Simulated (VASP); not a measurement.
A run of VASP 6.6.1 is set up as follows.

INCAR

```
SYSTEM = MgS
PREC = Accurate
ENCUT = 520
EDIFF = 1E-6
ISMEAR = -1
SIGMA = 0.0388
LREAL = Auto
LASPH = .TRUE.
NELM = 60
ALGO = Normal
ISIF = 2
LWAVE = .FALSE.
LCHARG = .FALSE.
GGA = PE
NBANDS = 46
```

KPOINTS

```
Automatic mesh
0
Gamma
  2 2 2
  0.5 0.5 0.5
```

File POSCAR:

```
MgS
1.0
    5.2205868380      0.0000000000     -5.2205868380
    0.0000000000      5.2205868380     -5.2205868380
    5.2205868380      5.2205868380      0.0000000000
Mg S
8 8
Direct
    0.4926699009      0.4897196578      0.0223639609
    0.4875916404      0.4865904119      0.4959184820
    0.5170710849      0.0029836684     -0.0052989254
    0.5075604682      0.0165635594      0.4953313833
    0.0150493618      0.5095073758     -0.0099535745
   -0.0057460015      0.4994360942      0.5071390597
   -0.0014458145     -0.0056593255     -0.0225114539
   -0.0055167170     -0.0165218016      0.5110949368
    0.2364870154      0.2547795950      0.7514002011
    0.2454433840      0.2579866099      0.2561877700
    0.2861596879      0.7467079125      0.7225054610
    0.2290789402      0.7552837683      0.2655725387
    0.7410355617      0.2578421817      0.7435912131
    0.7619326377      0.2543745639      0.2489655934
    0.7393266542      0.7465796702      0.7676891745
    0.7550521852      0.7396217360      0.2485731088
```

Potentials or basis: VASP PAW PBE potentials, release 64 (Mg, S).

The run is started by

```console
$ cat potpaw_PBE.64/Mg/POTCAR potpaw_PBE.64/S/POTCAR > POTCAR
$ mpirun -np 1 vasp_std > vasp.out
```

Task: Estimate the band gap on the k mesh.

Result: 3.37 eV, indirect (least direct gap 3.38 eV).

Task: Estimate the pressure.

Result: 0.5 GPa.

Task: What does it give for the largest force?

Result: 0.971 eV/Å.

Forces in eV/Å, atoms in the order of the input:
```
Mg  -0.183 -0.007 -0.309
Mg   0.052  0.186 -0.524
Mg  -0.085  0.330  0.578
Mg  -0.008 -0.348  0.185
Mg   0.079  0.047  0.160
Mg  -0.276  0.042 -0.035
Mg   0.410  0.218  0.013
Mg   0.008  0.195 -0.379
S    0.431 -0.055  0.104
S    0.078 -0.458  0.075
S   -0.157  0.720  0.632
S   -0.187 -0.607 -0.374
S    0.391 -0.096  0.047
S   -0.255 -0.289  0.413
S   -0.106 -0.156 -0.180
S   -0.192  0.279 -0.407
```

 A k mesh can miss the band edges.
